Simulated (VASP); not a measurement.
# TiAl30 (a cell with a defect) in VASP: a series of runs

Runs on TiAl30 (a cell with a defect). Level: PBE. Tasks: single point.

Program: VASP 6.6.1. These are calculated values, not measurements. Logs are shortened: lines on timing, memory, paths and dates and some standing lists are left out, and cuts for length are marked.

### 1 The cell of the first run

The cell holds a defect, 31 atoms: a = 8.100 Å, b = 8.100 Å, c = 8.100 Å, α = 90.00°, β = 90.00°, γ = 90.00°.

### 2 Single point, PBE

File INCAR:

```
PREC = Accurate ; ENCUT = 520
EDIFF = 1E-6 ; ISMEAR = -1
SIGMA = 0.15 ; LREAL = Auto
LASPH = True ; NELM = 100
ALGO = Normal ; ISIF = 2
LWAVE = False ; LCHARG = False
GGA = PE ; NBANDS = 72
```

File KPOINTS:

```
regular mesh
0
Gamma
  3 3 3
```

File POSCAR:

```
TiAl30
1.0
    8.1000000000      0.0000000000      0.0000000000
    0.0000000000      8.1000000000      0.0000000000
    0.0000000000      0.0000000000      8.1000000000
Al Ti
30 1
Direct
    0.5002187654     -0.0022551852     -0.0023911111
    0.7516175309      0.2480025926      0.0018432099
    0.7515977778      0.0018618519      0.2478408642
   -0.0000300000      0.0032143210      0.0030827160
    0.2486697531      0.2479277778      0.0019409877
    0.4999862963      0.5000935802      0.0020429630
    0.7504949383      0.7486748148      0.0006274074
    0.2487283951      0.0019604938      0.2477683951
    0.5002098765      0.2495797531      0.2493596296
    0.7541309877      0.4958235802      0.2526408642
    0.4999824691      0.0022543210      0.4998502469
    0.7540741975      0.2527383951      0.4956206173
    0.7504676543      0.0009979012      0.7485679012
    0.0001569136      0.4945646914      0.0084156790
    0.2497493827      0.7488162963      0.0009481481
    0.2460314815      0.4957909877      0.2526888889
    0.5001437037      0.7485924691      0.2511113580
    0.0001490123      0.0086427160      0.4943254321
    0.2459655556      0.2528703704      0.4954646914
    0.5000127160      0.5002319753      0.5000797531
    0.7500591358      0.7501428395      0.5008156790
    0.2497343210      0.0009887654      0.7486418519
    0.5000230864      0.2512743210      0.7484630864
    0.7499732099      0.5007812346      0.7500119753
    0.0001590123      0.7489754321      0.2531448148
    0.2499720988      0.7500886420      0.5005625926
    0.0001238272      0.2532666667      0.7488251852
    0.2499430864      0.5009092593      0.7499534568
    0.4999628395      0.7498400000      0.7496427160
    0.0003166667      0.7519535802      0.7517245679
   -0.0001101235      0.5042893827      0.5041967901
```

Potentials or basis: VASP PAW PBE potentials, release 64 (Al, Ti_sv).

Command:

```
$ cat potpaw_PBE.64/Al/POTCAR potpaw_PBE.64/Ti_sv/POTCAR > POTCAR
$ mpirun -np 1 vasp_std > vasp.out
```

OUTCAR:

```text
PREC = Accurate
   ENCUT = 520
   EDIFF = 1E-6
   ISMEAR = -1
   LREAL = Auto
   LASPH = True
   NELM = 100
   ISIF = 2
   GGA = PE

 ion  position               nearest neighbor table
   1  0.500  0.998  0.998-  29 2.84  13 2.86   7 2.86  15 2.86  22 2.86   3 2.87   8 2.87   2 2.87
                             5 2.87  17 2.88  23 2.88   9 2.88
   2  0.752  0.248  0.002-   3 2.82   4 2.82  14 2.84  10 2.86   9 2.86  13 2.87  27 2.87   1 2.87
                             6 2.89  24 2.89  23 2.89
   3  0.752  0.002  0.248-   2 2.82   4 2.82  18 2.84  12 2.86   9 2.86   7 2.87  25 2.87   1 2.87
                            11 2.88  21 2.89  17 2.89
   4  1.000  0.003  0.003-   3 2.82   2 2.82   5 2.83   8 2.83  30 2.88  13 2.89   7 2.89  15 2.89
                            22 2.89  25 2.89  27 2.89
   5  0.249  0.248  0.002-   8 2.82   4 2.83  14 2.84  16 2.86   9 2.86  22 2.87  27 2.87   1 2.87
                             6 2.88  23 2.89  28 2.89
   6  0.500  0.500  0.002-  17 2.85   9 2.85  15 2.86   7 2.86  24 2.88  28 2.88  29 2.88  23 2.88
                             5 2.88   2 2.89  16 2.89  10 2.89
   7  0.750  0.749  0.001-  24 2.86  30 2.86   6 2.86   1 2.86   3 2.87  17 2.87  29 2.87  25 2.88
                            14 2.89   4 2.89  13 2.89  10 2.89
   8  0.249  0.002  0.248-   5 2.82   4 2.83  18 2.84  19 2.86   9 2.86  15 2.86  25 2.87   1 2.87
                            11 2.88  26 2.89  17 2.89
   9  0.500  0.250  0.249-  11 2.85   6 2.85   2 2.86   5 2.86   8 2.86   3 2.86  12 2.86  10 2.87
[... 31 lines left out ...]
  25  0.000  0.749  0.253-  31 2.84  26 2.85  21 2.85  16 2.86  10 2.86  14 2.86  18 2.87   3 2.87
                             8 2.87  15 2.87   7 2.88   4 2.89
  26  0.250  0.750  0.501-  31 2.84  25 2.85  28 2.86  22 2.86  29 2.86  17 2.86  20 2.86  30 2.87
                            11 2.88  16 2.88   8 2.89  18 2.91
  27  0.000  0.253  0.749-  31 2.84  28 2.85  24 2.85  18 2.86  19 2.86  12 2.86  14 2.87   2 2.87
                             5 2.87  22 2.87  13 2.87   4 2.89
  28  0.250  0.501  0.750-  31 2.84  27 2.85  26 2.86  15 2.86  29 2.86  23 2.86  20 2.86  30 2.87
                             6 2.88  19 2.88   5 2.89  14 2.91
  29  0.500  0.750  0.750-   1 2.84  21 2.86  28 2.86  24 2.86  26 2.86  20 2.86  22 2.87   7 2.87
                            15 2.87  13 2.87   6 2.88  11 2.88
  30  0.000  0.752  0.752-  31 2.84  22 2.86  15 2.86   7 2.86  13 2.86  28 2.87  26 2.87  21 2.87
                            24 2.87   4 2.88  14 2.94  18 2.94
  31  1.000  0.504  0.504-  30 2.84  27 2.84  21 2.84  24 2.84  25 2.84  28 2.84  26 2.84  10 2.85
                            12 2.85  19 2.85  16 2.85

  LATTYP: Found a simple cubic cell.
 ALAT       =     8.1000000000

  Lattice vectors:

 A1 = (   8.1000000000,   0.0000000000,   0.0000000000)
 A2 = (   0.0000000000,   8.1000000000,   0.0000000000)
 A3 = (   0.0000000000,   0.0000000000,   8.1000000000)

Analysis of symmetry for initial positions (statically):
=====================================================================
 Subroutine PRICEL returns:
 Original cell was already a primitive cell.

 Routine SETGRP: Setting up the symmetry group for a
 simple cubic supercell.

 Subroutine GETGRP returns: Found  1 space group operations
 (whereof  1 operations were pure point group operations)
 out of a pool of 48 trial point group operations.

The static configuration has the point symmetry C_1 .

Analysis of symmetry for dynamics (positions and initial velocities):
=====================================================================
 Subroutine PRICEL returns:
 Original cell was already a primitive cell.

 Routine SETGRP: Setting up the symmetry group for a
 simple cubic supercell.

 Subroutine GETGRP returns: Found  1 space group operations
 (whereof  1 operations were pure point group operations)
 out of a pool of 48 trial point group operations.

The dynamic configuration has the point symmetry C_1 .

 Subroutine INISYM returns: Found  1 space group operations
 (whereof  1 operations are pure point group operations),
 and found     1 'primitive' translations

----------------------------------------------------------------------------------------

                                     Primitive cell

  volume of cell :     531.4410

  direct lattice vectors                    reciprocal lattice vectors
     8.100000000  0.000000000  0.000000000     0.123456790  0.000000000  0.000000000
[... 82 lines left out ...]

  Cartesian coordinates                     Fractional coordinates (reciprocal lattice)
     0.041152263  0.000000000  0.000000000     0.333333333  0.000000000  0.000000000
     0.000000000  0.041152263  0.000000000     0.000000000  0.333333333  0.000000000
     0.000000000  0.000000000  0.041152263     0.000000000  0.000000000  0.333333333

  Length of vectors
     0.041152263  0.041152263  0.041152263

  Shift w.r.t. Gamma in fractional coordinates (k-lattice)
     0.000000000  0.000000000  0.000000000

 Subroutine IBZKPT returns following result:
 ===========================================

 Found     14 irreducible k-points:

 Following reciprocal coordinates:
            Coordinates               Weight
  0.000000  0.000000  0.000000      1.000000
  0.333333  0.000000  0.000000      2.000000
  0.000000  0.333333  0.000000      2.000000
  0.000000  0.000000  0.333333      2.000000
  0.333333  0.333333  0.000000      2.000000
  0.000000  0.333333  0.333333      2.000000
  0.333333  0.000000  0.333333      2.000000
 -0.333333  0.333333  0.000000      2.000000
 -0.333333  0.000000  0.333333      2.000000
  0.000000 -0.333333  0.333333      2.000000
  0.333333  0.333333  0.333333      2.000000
 -0.333333  0.333333  0.333333      2.000000
 -0.333333 -0.333333  0.333333      2.000000
  0.333333 -0.333333  0.333333      2.000000
   k-points           NKPTS =     14   k-points in BZ     NKDIM =     14   number of bands    NBANDS=     72
   number of dos      NEDOS =    301   number of ions     NIONS =     31
   total plane-waves  NPLWV = 216000
   dimension x,y,z NGX =    60 NGY =   60 NGZ =   60
   dimension x,y,z NGXF=   120 NGYF=  120 NGZF=  120
   ions per type =              30   1
   NGX,Y,Z   is equivalent  to a cutoff of  12.31, 12.31, 12.31 a.u.
   NGXF,Y,Z  is equivalent  to a cutoff of  24.63, 24.63, 24.63 a.u.
 SYSTEM =  unknown system
   PREC   = accura    normal or accurate (medium, high low for compatibility)
   ISTART =      0    job   : 0-new  1-cont  2-samecut
   ICHARG =      2    charge: 1-file 2-atom 10-const
   ISPIN  =      1    spin polarized calculation?
   LNONCOLLINEAR =      F non collinear calculations
   LSORBIT =      F    spin-orbit coupling
   LASPH  =      T    aspherical Exc in radial PAW
   ENCUT  =  520.0 eV  38.22 Ry    6.18 a.u.  15.06 15.06 15.06*2*pi/ulx,y,z
   NELM   =    100;   NELMIN=  2; NELMDL= -5     # of ELM steps
   EDIFF  = 0.1E-05   stopping-criterion for ELM
   LREAL  =      T    real-space projection
   EDIFFG = 0.1E-04   stopping-criterion for IOM
   NSW    =      0    number of steps for IOM
   IBRION =     -1    ionic relax: 0-MD 1-quasi-New 2-CG
   NFREE  =      0    steps in history (QN), initial steepest desc. (CG)
   ISIF   =      2    stress and relaxation
   ISYM   =      2    0-nonsym 1-usesym 2-fastsym
   POTIM  = 0.5000    time-step for ionic-motion
   TEBEG  =    0.0;   TEEND  =   0.0 temperature during run
   PSTRESS=    0.0 pullay stress
   NELECT =     102.0000    total number of electrons
   NUPDOWN=      -1.0000    fix difference up-down
   EMIN   =  10.00;   EMAX   =-10.00  energy-range for DOS
   EFERMI =   0.00;   METHOD = LEGACY
   ISMEAR =    -1;   SIGMA  =   0.15  broadening in eV -4-tet -1-fermi 0-gaus
   EFERMI_NEDOS =   21; number of points for ismear=-14 and -15
   IALGO  =     38    algorithm
   IMIX   =      4    mixing-type and parameters
     AMIX     =   0.40;   BMIX     =  1.00
     AMIX_MAG =   1.60;   BMIX_MAG =  1.00
  volume/ion in A,a.u.               =      17.14       115.69
  Fermi-wavevector in a.u.,A,eV,Ry     =   0.944329  1.784523 12.133087  0.891757
  Thomas-Fermi vector in A             =   2.072123
   LORBIT       =      0    0 simple, 1 ext, 2 COOP (PROOUT), +10 PAW based schemes
   GGA     = PE    functional components
   LHFCALC =     F    Hartree Fock is set to
   AEXX    =    0.0000 exact exchange contribution
   IVDW    =     0    specifies the selected vdW correction
   LEPSILON=     F    determine dielectric tensor
   LRPA    =     F    only Hartree local field effects (RPA)
 non-spin polarized calculation
  energy-cutoff  :      520.00
  volume of cell :      531.44
 maximum number of plane-waves:     14358
   NGX = 31   NGY = 31   NGZ = 31

 number of electron     101.9999998 magnetization

 Free energy of the ion-electron system (eV)
  ---------------------------------------------------
  ext. energy  EPLUGINS =         0.00000000
  ---------------------------------------------------
  free energy    TOTEN  =      -121.03774018 eV

  energy without entropy =     -120.03078227  energy(sigma->0) =     -120.53426123

 E-fermi :   7.5213     XC(G=0): -10.0791

 val. band max:        7.5196269952   @ k =  -0.3333  -0.3333   0.3333
 cond. band min:       7.5385143629   @ k =   0.3333  -0.3333   0.3333
 fundamental gap:      0.0188873676
 Fermi energy:         7.5213125253

 k-point     1 :       0.0000    0.0000    0.0000
  band No.  band energies     occupation
      1     -49.4153      2.00000
      2     -25.7097      2.00000
      3     -25.6959      2.00000
      4     -25.6710      2.00000
      5      -3.2609      2.00000
      6      -1.1647      2.00000
[... 913 lines left out ...]
     62       9.2822      0.00002
     63       9.2881      0.00002
 [bands above 63 left out]

------------------------ aborting loop because EDIFF is reached ----------------------------------------

  FORCE on cell =-STRESS in cart. coord.  units (eV):
  Direction    XX          YY          ZZ          XY          YZ          ZX
  --------------------------------------------------------------------------------------
  -------------------------------------------------------------------------------------
  Total       -4.0518950     -4.3524277     -4.3607514     -0.0086848      0.7277168      0.0006148
  in kB      -12.2155691    -13.1216090    -13.1467032     -0.0261828      2.1939055      0.0018536
  external PRESSURE =     -12.8279604 kB  Pullay stress =       0.0000000 kB

 VOLUME and BASIS-vectors are now :
 -----------------------------------------------------------------------------
  energy-cutoff  :      520.00
  volume of cell :      531.44
      direct lattice vectors                 reciprocal lattice vectors
     8.100000000  0.000000000  0.000000000     0.123456790  0.000000000  0.000000000
     0.000000000  8.100000000  0.000000000     0.000000000  0.123456790  0.000000000
     0.000000000  0.000000000  8.100000000     0.000000000  0.000000000  0.123456790

 POSITION                                       TOTAL-FORCE (eV/Angst)
 -----------------------------------------------------------------------------------
      4.05177      8.08173      8.08063        -0.001845     -0.005715     -0.005848
      6.08810      2.00882      0.01493         0.001427     -0.004666      0.004316
      6.08794      0.01508      2.00751         0.001105      0.004471     -0.005531
      8.09976      0.02604      0.02497         0.004714      0.003994      0.002258
      2.01423      2.00822      0.01572        -0.005157     -0.004358     -0.000500
      4.04989      4.05076      0.01655         0.001662     -0.000898      0.005537
[... 23 lines left out ...]
      0.00257      6.09082      6.08897        -0.007620      0.002409      0.004045
      8.09911      4.08474      4.08399         0.004909      0.007132      0.002636
 -----------------------------------------------------------------------------------
    total drift:                                0.002729      0.014070      0.005257

  FREE ENERGIE OF THE ION-ELECTRON SYSTEM (eV)
  ---------------------------------------------------
  free  energy   TOTEN  =      -121.0377401827 eV

  energy  without entropy=     -120.0307822699  energy(sigma->0) =     -120.53426123
```

Run time: 15 min. Hardware: 1 thread of Intel Xeon 6975P-C (Granite Rapids), shared host; peak memory 0.66 GiB.

Results:

- Free energy: -121.0377 eV
- Pressure: -1.3 GPa
- Largest force: 0.010 eV/Å
- Band gap on the k mesh: zero (band 51 reaches 7.59 eV, above the bottom of band 52 at 7.52 eV)

Forces in eV/Å, atoms in the order of the input:
```
Al  -0.002 -0.006 -0.006
Al   0.001 -0.005  0.004
Al   0.001  0.004 -0.006
Al   0.005  0.004  0.002
Al  -0.005 -0.004 -0.001
Al   0.002 -0.001  0.006
Al   0.003 -0.006  0.006
Al  -0.005  0.003 -0.004
Al   0.000 -0.004 -0.005
Al  -0.001 -0.003 -0.005
Al   0.002  0.003  0.002
Al  -0.001 -0.003 -0.003
Al   0.003  0.002 -0.005
Al  -0.002  0.000  0.002
Al  -0.003 -0.007  0.000
Al   0.000 -0.003 -0.006
Al   0.001 -0.004  0.005
Al  -0.002  0.001  0.001
Al   0.001 -0.006  0.003
Al   0.002 -0.002  0.000
Al   0.001  0.002  0.005
Al  -0.002  0.003 -0.007
Al  -0.001  0.004 -0.003
Al   0.002  0.006 -0.001
Al  -0.005  0.000  0.003
Al   0.004  0.002  0.009
Al  -0.001  0.004  0.001
Al   0.003  0.005  0.000
Al   0.001 -0.001 -0.003
Al  -0.008  0.002  0.004
Ti   0.005  0.007  0.003
```

Stress tensor (GPa, compression positive):
```
-1.22  0.00  0.00
 0.00 -1.31  0.22
 0.00  0.22 -1.31
```

[end of part 1 of 2]
